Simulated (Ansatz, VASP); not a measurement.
# Mo in VASP and in Ansatz

```
Mo
1.0
    -1.57642    1.57642    1.57642
     1.57642   -1.57642    1.57642
     1.57642    1.57642   -1.57642
Mo
1
Direct
  0.00000 0.00000 0.00000
```

Alike in both runs: task single point; functional r2SCAN; k mesh 20 × 20 × 20; occupations fermi-dirac, width 0.1 eV; no spin polarisation.

|  | VASP | Ansatz |
| --- | --- | --- |
| version | VASP 6.6.1 | Ansatz 0.2.0 |
| potentials or method | VASP PAW PBE potentials, release 64 (Mo_sv), cutoff 520 eV | plane waves (500 eV) with PAW, scalar-relativistic |
| valence electrons in the cell | 14 | 14 |

```csv
,VASP,Ansatz,Ansatz less VASP
pressure (GPa),0.6,-0.5,-1.13
```

VASP's potentials were made for PBE, not for r2SCAN.
